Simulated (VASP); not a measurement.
Wanted: the native input for a VASP 6.6.1 run.

```yaml
Task: single point
Functional: BLYP
Potentials_or_basis: VASP PAW PBE potentials, release 64 (Ir_sv_GW)
Cutoff: 500 eV
k_mesh: 15 × 15 × 4
Occupations: fermi-dirac, width 0.1 eV
Spin: no spin polarisation
Dipole_correction: no
Second_run: valence_matched
Further_INCAR_settings: ALGO = Normal; EDIFF = 1e-06; NBANDS = 42
```

The structure of Ir lies in POSCAR:

```
Ir
1.0
    2.7855558338      0.0000000000      0.0000000000
   -1.3927779169      2.4123621157      0.0000000000
    0.0000000000      0.0000000000      9.1023465597
Ir
4
Direct
    1.0000000000      1.0000000000      1.0000000000
    1.0000000000      1.0000000000      0.5000000000
    0.3333333333      0.6666666667      0.2500000000
    0.6666666667      0.3333333333      0.7500000000
```

The input as run:

INCAR

```
PREC = Accurate
ENCUT = 500
EDIFF = 1E-6
ISMEAR = -1
SIGMA = 0.1
LREAL = False
LASPH = True
NELM = 120
ALGO = Normal
ISIF = 2
LWAVE = False
LCHARG = False
GGA = B5
ALDAX = 1.0
AGGAX = 1.0
AGGAC = 1.0
ALDAC = 0.0
NBANDS = 42
GGA_COMPAT = False
```

KPOINTS

```
Automatic mesh
0
Gamma
  15 15 4
```

Potentials or basis: VASP PAW PBE potentials, release 64 (Ir_sv_GW).

Command:

```bash
$ cat potpaw_PBE.64/Ir_sv_GW/POTCAR > POTCAR
$ mpirun -np 1 vasp_std > vasp.out
```

It gave:

```json
{"Pressure": "-1.5 GPa", "Band gap on the k mesh": "zero (band 34 reaches 12.86 eV, above the bottom of band 35 at 10.64 eV)"}
```

Caveat: the PAW data sets were made with another functional, which shifts forces and pressure a little; spin-orbit coupling is left out, which moves the levels of the heavy elements.

Wall time 97 s on 1 thread of Intel(R) Xeon(R) 6975P-C (Granite Rapids) (shared host), peak memory 0.27 GiB.
